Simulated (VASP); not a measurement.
# Si in VASP: a series of runs

Runs on Si. Level: PBE. Tasks: single point.

Everything below comes from runs of VASP 6.6.1. Logs are shortened: lines on timing, memory, paths and dates and some standing lists are left out, and cuts for length are marked.

### Step 1. The cell of the first run

The cell holds a slab with vacuum, 2 atoms: a = 4.061 Å, b = 4.061 Å, c = 28.000 Å, α = 90.00°, β = 90.00°, γ = 120.00°.

### Step 2. Single point, PBE

The input, INCAR:

```
PREC = Accurate ; ENCUT = 520
EDIFF = 1E-6 ; ISMEAR = 0
SIGMA = 0.1 ; LREAL = F
LASPH = T ; NELM = 100
ALGO = Normal ; ISIF = 2
LWAVE = F ; LCHARG = F
LDIPOL = T ; IDIPOL = 3
DIPOL = 0.5 0.5 0.500 ; GGA = PE
NBANDS = 11
```

The input, KPOINTS:

```
Automatic mesh
0
Gamma
  15 15 1
```

The input, POSCAR:

```
Si
1.0
    4.0610000000      0.0000000000      0.0000000000
   -2.0305000000      3.5169291648      0.0000000000
    0.0000000000      0.0000000000     28.0000000000
Si
2
Direct
    0.3333333333      0.6666666667      0.5153035714
    0.6666666667      0.3333333333      0.4846964286
```

Potentials or basis: VASP PAW PBE potentials, release 64 (Si).

Command:

```console
cat potpaw_PBE.64/Si/POTCAR > POTCAR
mpirun -np 1 vasp_std > vasp.out
```

OUTCAR:

```text
PREC = Accurate
   ENCUT = 520
   EDIFF = 1E-6
   ISMEAR = 0
   LREAL = F
   LASPH = T
   NELM = 100
   ISIF = 2
   GGA = PE

 ion  position               nearest neighbor table
   1  0.333  0.667  0.515-   2 2.50   2 2.50   2 2.50
   2  0.667  0.333  0.485-   1 2.50   1 2.50   1 2.50

  LATTYP: Found a hexagonal cell.
 ALAT       =     4.0610000000
 C/A-ratio  =     6.8948534844

  Lattice vectors:

 A1 = (   4.0610000000,   0.0000000000,   0.0000000000)
 A2 = (  -2.0305000000,   3.5169291648,   0.0000000000)
 A3 = (   0.0000000000,   0.0000000000,  28.0000000000)

Analysis of symmetry for initial positions (statically):
=====================================================================
 Subroutine PRICEL returns:
 Original cell was already a primitive cell.

 Routine SETGRP: Setting up the symmetry group for a
 hexagonal supercell.

 Subroutine GETGRP returns: Found 12 space group operations
 (whereof 12 operations were pure point group operations)
 out of a pool of 24 trial point group operations.

The static configuration has the point symmetry D_3d.

Analysis of symmetry for dynamics (positions and initial velocities):
=====================================================================
 Subroutine PRICEL returns:
 Original cell was already a primitive cell.

 Routine SETGRP: Setting up the symmetry group for a
 hexagonal supercell.

 Subroutine GETGRP returns: Found 12 space group operations
 (whereof 12 operations were pure point group operations)
 out of a pool of 24 trial point group operations.

The dynamic configuration has the point symmetry D_3d.

 Subroutine INISYM returns: Found 12 space group operations
 (whereof 12 operations are pure point group operations),
 and found     1 'primitive' translations

----------------------------------------------------------------------------------------

                                     Primitive cell

  volume of cell :     399.9030

  direct lattice vectors                    reciprocal lattice vectors
     4.061000000  0.000000000  0.000000000     0.246244767  0.142169483  0.000000000
    -2.030500000  3.516929165  0.000000000     0.000000000  0.284338965  0.000000000
     0.000000000  0.000000000 28.000000000     0.000000000  0.000000000  0.035714286

  length of vectors
     4.061000000  4.061000000 28.000000000     0.284338965  0.284338965  0.035714286

  position of ions in fractional coordinates (direct lattice)
     0.333333333  0.666666667  0.515303571
     0.666666667  0.333333333  0.484696429

  ion indices of the primitive-cell ions
   primitive index   ion index
                 1           1
                 2           2

----------------------------------------------------------------------------------------

 KPOINTS: Automatic mesh

Automatic generation of k-mesh.
 Grid dimensions read from file:
 generate k-points for:   15   15    1

 Generating k-lattice:

  Cartesian coordinates                     Fractional coordinates (reciprocal lattice)
     0.016416318  0.009477966  0.000000000     0.066666667  0.000000000  0.000000000
     0.000000000  0.018955931  0.000000000     0.000000000  0.066666667  0.000000000
     0.000000000  0.000000000  0.035714286     0.000000000  0.000000000  1.000000000

  Length of vectors
     0.018955931  0.018955931  0.035714286

  Shift w.r.t. Gamma in fractional coordinates (k-lattice)
     0.000000000  0.000000000  0.000000000

 Subroutine IBZKPT returns following result:
 ===========================================

 Found     27 irreducible k-points:

 Following reciprocal coordinates:
            Coordinates               Weight
  0.000000  0.000000  0.000000      1.000000
  0.066667  0.000000  0.000000      6.000000
  0.133333  0.000000  0.000000      6.000000
  0.200000  0.000000  0.000000      6.000000
  0.266667  0.000000  0.000000      6.000000
  0.333333  0.000000  0.000000      6.000000
[... 16 lines left out ...]
  0.333333  0.200000  0.000000     12.000000
  0.400000  0.200000  0.000000      6.000000
 [... further k-points ...]
   k-points           NKPTS =     27   k-points in BZ     NKDIM =     27   number of bands    NBANDS=     11
   number of dos      NEDOS =    301   number of ions     NIONS =      2
   total plane-waves  NPLWV = 189000
   dimension x,y,z NGX =    30 NGY =   30 NGZ =  210
   dimension x,y,z NGXF=    60 NGYF=   60 NGZF=  420
   ions per type =               2
   NGX,Y,Z   is equivalent  to a cutoff of  12.28, 12.28, 12.47 a.u.
   NGXF,Y,Z  is equivalent  to a cutoff of  24.56, 24.56, 24.94 a.u.
 SYSTEM =  unknown system
   PREC   = accura    normal or accurate (medium, high low for compatibility)
   ISTART =      0    job   : 0-new  1-cont  2-samecut
   ICHARG =      2    charge: 1-file 2-atom 10-const
   ISPIN  =      1    spin polarized calculation?
   LNONCOLLINEAR =      F non collinear calculations
   LSORBIT =      F    spin-orbit coupling
   LASPH  =      T    aspherical Exc in radial PAW
   ENCUT  =  520.0 eV  38.22 Ry    6.18 a.u.   7.55  7.55 52.06*2*pi/ulx,y,z
   NELM   =    100;   NELMIN=  2; NELMDL= -5     # of ELM steps
   EDIFF  = 0.1E-05   stopping-criterion for ELM
   LREAL  =      F    real-space projection
   EDIFFG = 0.1E-04   stopping-criterion for IOM
   NSW    =      0    number of steps for IOM
   IBRION =     -1    ionic relax: 0-MD 1-quasi-New 2-CG
   NFREE  =      0    steps in history (QN), initial steepest desc. (CG)
   ISIF   =      2    stress and relaxation
   ISYM   =      2    0-nonsym 1-usesym 2-fastsym
   POTIM  = 0.5000    time-step for ionic-motion
   TEBEG  =    0.0;   TEEND  =   0.0 temperature during run
   PSTRESS=    0.0 pullay stress
   NELECT =       8.0000    total number of electrons
   NUPDOWN=      -1.0000    fix difference up-down
   EMIN   =  10.00;   EMAX   =-10.00  energy-range for DOS
   EFERMI =   0.00;   METHOD = LEGACY
   ISMEAR =     0;   SIGMA  =   0.10  broadening in eV -4-tet -1-fermi 0-gaus
   EFERMI_NEDOS =   21; number of points for ismear=-14 and -15
   IALGO  =     38    algorithm
   IMIX   =      4    mixing-type and parameters
     AMIX     =   0.40;   BMIX     =  1.00
     AMIX_MAG =   1.60;   BMIX_MAG =  1.00
  volume/ion in A,a.u.               =     199.95      1349.34
  Fermi-wavevector in a.u.,A,eV,Ry     =   0.444413  0.839819  2.687189  0.197503
  Thomas-Fermi vector in A             =   1.421501
   LORBIT       =      0    0 simple, 1 ext, 2 COOP (PROOUT), +10 PAW based schemes
   GGA     = PE    functional components
   LHFCALC =     F    Hartree Fock is set to
   AEXX    =    0.0000 exact exchange contribution
   IVDW    =     0    specifies the selected vdW correction
   LEPSILON=     F    determine dielectric tensor
   LRPA    =     F    only Hartree local field effects (RPA)
 non-spin polarized calculation
 Gauss-broadening in eV      SIGMA  =   0.10
  energy-cutoff  :      520.00
  volume of cell :      399.90
 maximum number of plane-waves:     10841
   NGX = 15   NGY = 15   NGZ =105

 dipolmoment           0.000000      0.000000      0.000000 electrons x Angstroem

 number of electron       8.0000000 magnetization

 dipolmoment           0.000000      0.000000     -0.000000 electrons x Angstroem

 Free energy of the ion-electron system (eV)
  ---------------------------------------------------
  ext. energy  EPLUGINS =         0.00000000
  ---------------------------------------------------
  free energy    TOTEN  =        -9.05515707 eV

  energy without entropy =       -9.05414948  energy(sigma->0) =       -9.05465328

 E-fermi :  -3.6505     XC(G=0):  -1.5437

 val. band max:       -3.6506160853   @ k =   0.3333   0.3333   0.0000
 cond. band min:      -3.3141449953   @ k =   0.3333   0.2667   0.0000
 fundamental gap:      0.3364710900
 Fermi energy:        -3.6505218570

 k-point     1 :       0.0000    0.0000    0.0000
  band No.  band energies     occupation
      1     -13.2625      2.00000
      2      -6.7470      2.00000
      3      -3.8682      1.99792
      4      -3.8682      1.99792
      5      -1.9553      0.00000
      6      -1.7491      0.00000
      7      -0.1544      0.00000
      8      -0.1544      0.00000
      9       0.8004      0.00000
     10       1.0014      0.00000
     11       1.3082      0.00000

 k-point     2 :       0.0667    0.0000    0.0000
  band No.  band energies     occupation
      1     -13.2168      2.00000
      2      -6.7484      2.00000
      3      -4.2883      2.00000
      4      -3.9533      1.99998
      5      -1.7362      0.00000
      6      -1.5614      0.00000
      7      -0.1830      0.00000
      8       0.0030      0.00000
      9       0.8532      0.00000
     10       1.0493      0.00000
     11       1.3483      0.00000

 k-point     3 :       0.1333    0.0000    0.0000
  band No.  band energies     occupation
      1     -13.0805      2.00000
      2      -6.8059      2.00000
      3      -4.9876      2.00000
      4      -4.1660      2.00000
      5      -1.7194      0.00000
      6      -1.1626      0.00000
      7       0.0666      0.00000
      8       0.4225      0.00000
      9       1.0104      0.00000
     10       1.1829      0.00000
     11       1.4596      0.00000
[... 267 lines left out ...]
 k-point    23 :       0.3333    0.2000    0.0000
  band No.  band energies     occupation
      1     -11.2578      2.00000
      2      -9.6287      2.00000
      3      -6.2545      2.00000
      4      -4.3663      2.00000
      5      -3.0121      0.00000
      6       0.2748      0.00000
      7       0.6429      0.00000
      8       1.7681      0.00000
      9       2.9634      0.00000
     10       3.2232      0.00000
     11       3.4484      0.00000

 k-point    24 :       0.4000    0.2000    0.0000
  band No.  band energies     occupation
      1     -11.0200      2.00000
      2      -9.9122      2.00000
      3      -6.3262      2.00000
      4      -4.1651      2.00000
      5      -3.2274      0.00000
      6       0.2920      0.00000
      7       0.5216      0.00000
      8       2.1309      0.00000
      9       2.8257      0.00000
     10       3.8579      0.00000
     11       4.1173      0.00000

 [... further k-points ...]

------------------------ aborting loop because EDIFF is reached ----------------------------------------

 vacuum level on the upper side and lower side of the slab       (xc-potential included)        -0.007        -0.007

  FORCE on cell =-STRESS in cart. coord.  units (eV):
  Direction    XX          YY          ZZ          XY          YZ          ZX
  --------------------------------------------------------------------------------------
  -------------------------------------------------------------------------------------
  Total       -3.6754670     -3.6754670     -1.4284257      0.0000000      0.0000000      0.0000000
  in kB      -14.7254465    -14.7254465     -5.7228662      0.0000000      0.0000000      0.0000000
  external PRESSURE =     -11.7245864 kB  Pullay stress =       0.0000000 kB

 VOLUME and BASIS-vectors are now :
 -----------------------------------------------------------------------------
  energy-cutoff  :      520.00
  volume of cell :      399.90
      direct lattice vectors                 reciprocal lattice vectors
     4.061000000  0.000000000  0.000000000     0.246244767  0.142169483  0.000000000
    -2.030500000  3.516929165  0.000000000     0.000000000  0.284338965  0.000000000
     0.000000000  0.000000000 28.000000000     0.000000000  0.000000000  0.035714286

 POSITION                                       TOTAL-FORCE (eV/Angst)
 -----------------------------------------------------------------------------------
     -0.00000      2.34462     14.42850         0.000000      0.000000     -1.662829
      2.03050      1.17231     13.57150         0.000000      0.000000      1.662829
 -----------------------------------------------------------------------------------
    total drift:                               -0.000000     -0.000000      0.000000

  FREE ENERGIE OF THE ION-ELECTRON SYSTEM (eV)
  ---------------------------------------------------
  free  energy   TOTEN  =        -9.0551570717 eV

  energy  without entropy=       -9.0541494787  energy(sigma->0) =       -9.05465328

 vacuum level on the upper side and lower side of the slab         1.049         1.049
```

It took 5.1 min on 1 thread of Intel Xeon 8259CL, shared host; peak memory 0.49 GiB.

Results:

* Free energy: -9.0552 eV
* Largest force: 1.663 eV/Å
* Band gap on the k mesh: zero (filled and empty bands touch)

Forces on the atoms (eV/Å):
```
Si   0.000  0.000 -1.663
Si   0.000  0.000  1.663
```

### Step 3. Single point, PBE

The input, INCAR:

```
SYSTEM = Si
PREC = Accurate
ENCUT = 520
EDIFF = 1E-6
ISMEAR = 0
SIGMA = 0.1
LREAL = .FALSE.
LASPH = .TRUE.
NELM = 100
ALGO = Normal
ISIF = 2
LWAVE = .FALSE.
LCHARG = .FALSE.
LDIPOL = .TRUE.
IDIPOL = 3
DIPOL = 0.5 0.5 0.500
GGA = PE
NBANDS = 11
```

The input, KPOINTS:

```
Automatic mesh
0
G
  15 15 1
  0 0 0
```

The input, POSCAR:

```
Si
1.0
    4.0610000000      0.0000000000      0.0000000000
   -2.0305000000      3.5169291648      0.0000000000
    0.0000000000      0.0000000000     28.0000000000
Si
2
Direct
    0.3333333333      0.6666666667      0.5025535714
    0.6666666667      0.3333333333      0.4974464286
```

Potentials or basis: VASP PAW PBE potentials, release 64 (Si).

Command:

```console
cat potpaw_PBE.64/Si/POTCAR > POTCAR
mpirun -np 1 vasp_std > vasp.out
```

Run time: 5.1 min. Hardware: 1 thread of Intel Xeon 8259CL, shared host; peak memory 0.49 GiB.

It converged, with:

```
Free energy            : -9.3905 eV
Largest force          : 0.052 eV/Å
Band gap on the k mesh : zero (filled and empty bands touch)
```

Forces in eV/Å, atoms in the order of the input:
```
Si   0.000  0.000  0.052
Si   0.000  0.000 -0.052
```

Levels at points of the mesh, in eV from the Fermi level:
```
           k point  band 1  band 2  band 3  band 4  band 5  band 6  band 7  band 8
(0.00, 0.00, 0.00)  -10.88   -2.79   -1.84   -1.84    0.22    2.42    2.42    3.17
```

The gap in the log of VASP goes by the Fermi energy; the results here count the filled bands.